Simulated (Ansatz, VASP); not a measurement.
**Ti2HC in VASP and in Ansatz**

```
CELL_PARAMETERS angstrom
1.54828 0.89390 4.79488
-1.54828 0.89390 4.79488
0.00000 -1.78780 4.79488
ATOMIC_POSITIONS crystal
Ti 0.75605 0.75605 0.75605
Ti 0.24395 0.24395 0.24395
H 0.00000 0.00000 0.00000
C 0.50000 0.50000 0.50000
```

Alike in both runs: task relaxation of cell and atoms; functional LDA; k mesh 9 × 9 × 9; occupations gaussian, width 0.05 eV; no spin polarisation.

|  | VASP | Ansatz |
| --- | --- | --- |
| version | VASP 6.6.1 | Ansatz 0.2.0 |
| potentials or method | VASP PAW LDA potentials, release 64 (Ti_sv, H, C), cutoff 600 eV | plane waves, PAW |
| valence electrons in the cell | 29 | 29 |

Ansatz gave:

| Property | Result |
| --- | --- |
| relaxed volume (Å³/atom) | 9.47 |
| relaxed length of the cell vector where the two differ most in proportion (Å) | 5.036 |

Which values does VASP return?

Relaxed volume (Å³/atom): 9.48; relaxed length of the cell vector where the two differ most in proportion (Å): 5.040.

LDA's correlation is that of Perdew and Zunger in VASP and of Perdew and Wang (1992) in Ansatz.
